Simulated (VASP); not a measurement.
# PrWCl2 (P6/mmm) in VASP: relaxation of cell and atoms with PBE

Aim: the relaxation of cell and atoms of PrWCl2 with PBE.

All numbers are computed with VASP 6.6.1; they aren't measurements. Logs are shortened: lines on timing, memory, paths and dates and some standing lists are left out, and cuts for length are marked.

## (1) The cell of the first run

The structure is hexagonal, space group P6/mmm (No. 191). Conventional cell: a = 5.158 Å, b = 5.158 Å, c = 6.528 Å, α = 90.00°, β = 90.00°, γ = 120.00°. Within 3.9 Å of Pr (site symmetry 6/mmm) lie 6 Cl at 2.98 Å and 2 W at 3.26 Å. W (site symmetry 6/mmm) has 2 Pr at 3.26 Å and 12 Cl at 4.42 Å within 4.5 Å. Within 3.9 Å of Cl (site symmetry -6m2) lie 3 Cl at 2.98 Å and 3 Pr at 2.98 Å.

The cell was generated, and may not be a known phase.

## (2) Relaxation of cell and atoms, PBE, collinear spin

INCAR

```
PREC = Accurate
ENCUT = 500
EDIFF = 1E-7
ISMEAR = 0
SIGMA = 0.1
LREAL = False
LASPH = True
NELM = 200
ALGO = Normal
ISIF = 3
LWAVE = False
LCHARG = False
ISPIN = 2
MAGMOM = 0.23 4.4 0 0
LORBIT = 11
LMAXMIX = 6
GGA = PE
IBRION = 2
NSW = 90
EDIFFG = -0.04
GGA_COMPAT = False
NELMIN = 4
```

KPOINTS

```
regular mesh
0
Gamma
  6 6 4
```

POSCAR

```
PrWCl2
1.0
    5.1576608381      0.0000000000      0.0000000000
   -2.5788304191      4.4666653099      0.0000000000
    0.0000000000      0.0000000000      6.5280541835
Pr W Cl
1 1 2
Direct
    0.0000000000      0.0000000000      0.5000000000
    0.0000000000      0.0000000000      0.0000000000
    0.3333333333      0.6666666667      0.5000000000
    0.6666666667      0.3333333333      0.5000000000
```

Potentials or basis: VASP PAW PBE potentials, release 64 (Pr_3, W_sv, Cl), 4f in core.

On the command line:

```console
cat potpaw_PBE.64/Pr_3/POTCAR potpaw_PBE.64/W_sv/POTCAR potpaw_PBE.64/Cl/POTCAR > POTCAR
mpirun -np 1 vasp_std > vasp.out
```

OUTCAR:

```text
PREC = Accurate
   ENCUT = 500
   EDIFF = 1E-7
   ISMEAR = 0
   LREAL = False
   LASPH = True
   NELM = 200
   ISIF = 3
   ISPIN = 2
   LORBIT = 11
   GGA = PE
   IBRION = 2
   NSW = 90
   EDIFFG = -0.04
   NELMIN = 4

 ion  position               nearest neighbor table
   1  0.000  0.000  0.500-   3 2.98   4 2.98   4 2.98   3 2.98   4 2.98   3 2.98   2 3.26   2 3.26

   2  0.000  0.000  0.000-   1 3.26   1 3.26
   3  0.333  0.667  0.500-   1 2.98   1 2.98   1 2.98
   4  0.667  0.333  0.500-   1 2.98   1 2.98   1 2.98

  LATTYP: Found a hexagonal cell.
 ALAT       =     5.1576608381
 C/A-ratio  =     1.2657005547

  Lattice vectors:

 A1 = (   5.1576608381,   0.0000000000,   0.0000000000)
 A2 = (  -2.5788304191,   4.4666653099,   0.0000000000)
 A3 = (   0.0000000000,   0.0000000000,   6.5280541835)

Analysis of symmetry for initial positions (statically):
=====================================================================
 Subroutine PRICEL returns:
 Original cell was already a primitive cell.

 Routine SETGRP: Setting up the symmetry group for a
 hexagonal supercell.

 Subroutine GETGRP returns: Found 24 space group operations
 (whereof 24 operations were pure point group operations)
 out of a pool of 24 trial point group operations.

The static configuration has the point symmetry D_6h.

Analysis of symmetry for dynamics (positions and initial velocities):
=====================================================================
 Subroutine PRICEL returns:
 Original cell was already a primitive cell.

 Routine SETGRP: Setting up the symmetry group for a
 hexagonal supercell.

 Subroutine GETGRP returns: Found 24 space group operations
 (whereof 24 operations were pure point group operations)
 out of a pool of 24 trial point group operations.

The dynamic configuration has the point symmetry D_6h.

Analysis of structural, dynamic, and magnetic symmetry:
=====================================================================
 Subroutine PRICEL returns:
 Original cell was already a primitive cell.

 Routine SETGRP: Setting up the symmetry group for a
 hexagonal supercell.

 Subroutine GETGRP returns: Found 24 space group operations
 (whereof 24 operations were pure point group operations)
 out of a pool of 24 trial point group operations.

The overall configuration has the point symmetry D_6h.

 Subroutine INISYM returns: Found 24 space group operations
 (whereof 24 operations are pure point group operations),
 and found     1 'primitive' translations
[... 111 lines left out ...]
   EFERMI_NEDOS =   21; number of points for ismear=-14 and -15
   IALGO  =     38    algorithm
   IMIX   =      4    mixing-type and parameters
     AMIX     =   0.40;   BMIX     =  1.00
     AMIX_MAG =   1.60;   BMIX_MAG =  1.00
  volume/ion in A,a.u.               =      37.60       253.72
  Fermi-wavevector in a.u.,A,eV,Ry     =   1.043974  1.972825 14.828743  1.089882
  Thomas-Fermi vector in A             =   2.178707
   LORBIT       =     11    0 simple, 1 ext, 2 COOP (PROOUT), +10 PAW based schemes
   GGA     = PE    functional components
   LHFCALC =     F    Hartree Fock is set to
   AEXX    =    0.0000 exact exchange contribution
   IVDW    =     0    specifies the selected vdW correction
   LEPSILON=     F    determine dielectric tensor
   LRPA    =     F    only Hartree local field effects (RPA)
 conjugate gradient relaxation of ions
 spin polarized calculation
 Gauss-broadening in eV      SIGMA  =   0.10
  energy-cutoff  :      500.00
  volume of cell :      150.39
 maximum number of plane-waves:      3863
 NGX is ok and might be reduce to    40
   NGX = 19   NGY = 19   NGZ = 23

--------------------------------------- Ionic step        1  -------------------------------------------

 number of electron      39.0000004 magnetization       5.2304572

 Free energy of the ion-electron system (eV)
  ---------------------------------------------------
  ext. energy  EPLUGINS =         0.00000000
  ---------------------------------------------------
  free energy    TOTEN  =       -19.83392333 eV

  energy without entropy =      -19.82528360  energy(sigma->0) =      -19.82960346

------------------------ aborting loop because EDIFF is reached ----------------------------------------

  FORCE on cell =-STRESS in cart. coord.  units (eV):
  Direction    XX          YY          ZZ          XY          YZ          ZX
  --------------------------------------------------------------------------------------
  -------------------------------------------------------------------------------------
  Total       -0.0561905     -0.0561905     -1.1619099      0.0000000     -0.0000000      0.0000000
  in kB       -0.5986233     -0.5986233    -12.3783595      0.0000000     -0.0000000      0.0000000
  external PRESSURE =      -4.5252020 kB  Pullay stress =       0.0000000 kB
[... 63 lines left out ...]
--------------------------------------- Ionic step        3  -------------------------------------------

 number of electron      38.9999996 magnetization       5.2661566

 Free energy of the ion-electron system (eV)
  ---------------------------------------------------
  ext. energy  EPLUGINS =         0.00000000
  ---------------------------------------------------
  free energy    TOTEN  =       -19.84698268 eV

  energy without entropy =      -19.83823155  energy(sigma->0) =      -19.84260711

 E-fermi :   2.0715     XC(G=0):  -7.8203

 val. band max:        2.0517319228   @ k =   0.3333   0.0000   0.5000
 cond. band min:       2.0733417839   @ k =   0.3333   0.0000   0.5000
 fundamental gap:      0.0216098611
 Fermi energy:         2.0714828449

 spin component 1

 k-point     1 :       0.0000    0.0000    0.0000
  band No.  band energies     occupation
      1     -71.8808      1.00000
      2     -36.4039      1.00000
      3     -36.3662      1.00000
      4     -36.3662      1.00000
      5     -35.1948      1.00000
      6     -17.1397      1.00000
[... 577 lines left out ...]
     24       3.1700      0.00000
     25       3.1700      0.00000
 Fermi energy:         2.0714828449

 spin component 2

 k-point     1 :       0.0000    0.0000    0.0000
  band No.  band energies     occupation
      1     -70.3386      1.00000
      2     -35.1259      1.00000
      3     -34.4783      1.00000
      4     -34.1838      1.00000
      5     -34.1838      1.00000
      6     -17.0511      1.00000
[... 608 lines left out ...]
  FREE ENERGIE OF THE ION-ELECTRON SYSTEM (eV)
  ---------------------------------------------------
  free  energy   TOTEN  =       -19.8469826760 eV

  energy  without entropy=      -19.8382315473  energy(sigma->0) =      -19.84260711

 reached required accuracy - stopping structural energy minimisation

 total charge

# of ion       s       p       d       tot
------------------------------------------
    1        2.069   5.772   0.707   8.548
    2        2.444   5.953   3.424  11.820
    3        1.602   3.545   0.000   5.147
    4        1.602   3.545   0.000   5.147
--------------------------------------------------
tot          7.716  18.814   4.131  30.661

 magnetization (x)

# of ion       s       p       d       tot
------------------------------------------
    1        0.004   0.009   0.126   0.139
    2        0.154   0.020   3.257   3.430
    3        0.002   0.021   0.000   0.023
    4        0.002   0.021   0.000   0.023
--------------------------------------------------
tot          0.161   0.072   3.383   3.616
```

OSZICAR:

```text
N       E                     dE             d eps       ncg     rms          rms(c)
DAV:   1     0.326369802543E+03    0.32637E+03   -0.17776E+04  2292   0.136E+03
DAV:   2     0.837737750239E+01   -0.31799E+03   -0.31063E+03  2566   0.345E+02
[... 39 lines left out ...]
DAV:   6    -0.198469431060E+02   -0.16510E-04   -0.30467E-04  2988   0.756E-02    0.570E-02
DAV:   7    -0.198469787611E+02   -0.35655E-04   -0.91688E-05  2640   0.522E-02    0.140E-02
DAV:   8    -0.198469817711E+02   -0.30101E-05   -0.21106E-05  3055   0.215E-02    0.693E-03
DAV:   9    -0.198469825549E+02   -0.78376E-06   -0.31131E-06  2748   0.829E-03    0.315E-03
DAV:  10    -0.198469827590E+02   -0.20410E-06   -0.32531E-07  1991   0.318E-03    0.121E-03
DAV:  11    -0.198469826760E+02    0.82978E-07   -0.86287E-08  1464   0.173E-03
   3 F= -.19846983E+02 E0= -.19842607E+02  d E =-.130593E-01  mag=     5.2661
```

Wall time 7.4 min (1 thread of Intel Xeon Platinum 8259CL at 2.50GHz (Skylake/Cascade Lake), shared host); peak memory 0.41 GiB.

Results:

```
Free energy                                           : -19.8470 eV
Relaxed volume                                        : 36.73 Å³/atom
Relaxed cell                                          : a = 5.152 Å, b = 5.152 Å, c = 6.390 Å, α = 90.00°, β = 90.00°, γ = 120.00°
Space group after relaxing (to 0.1 Å)                 : P6/mmm (No. 191)
Energy gained by relaxing                             : 3.3 meV/atom
Ionic steps                                           : 3
Pressure after relaxing                               : 0.1 GPa
Net moment                                            : 5.27 μB per cell
Site moments                                          : Pr +0.14; W +3.43; Cl +0.02 μB
Valence electrons inside the program's atomic spheres : Pr 8.55; W 11.82; Cl 5.15
```

The path:
```tsv
step	energy change (eV)	largest force (eV/Å)	pressure (GPa)	volume (Å³)
1	0.0000	0.0000	-0.45	150.39
2	-0.0114	0.0000	-0.11	148.08
3	-0.0131	0.0000	0.09	146.91
```

Final structure:
```
Pr W Cl
1.0
     5.15239    0.00000    0.00000
    -2.57620    4.46210    0.00000
     0.00000    0.00000    6.39015
Pr W Cl
1 1 2
Direct
  0.00000 0.00000 0.50000
  0.00000 0.00000 0.00000
  0.33333 0.66667 0.50000
  0.66667 0.33333 0.50000
```

Caveat: the magnetic or orbital state may not be the lowest; spin-orbit coupling is left out, which moves the levels of the heavy elements; the 4f electrons are frozen in the core, so they carry no moment and show no levels.
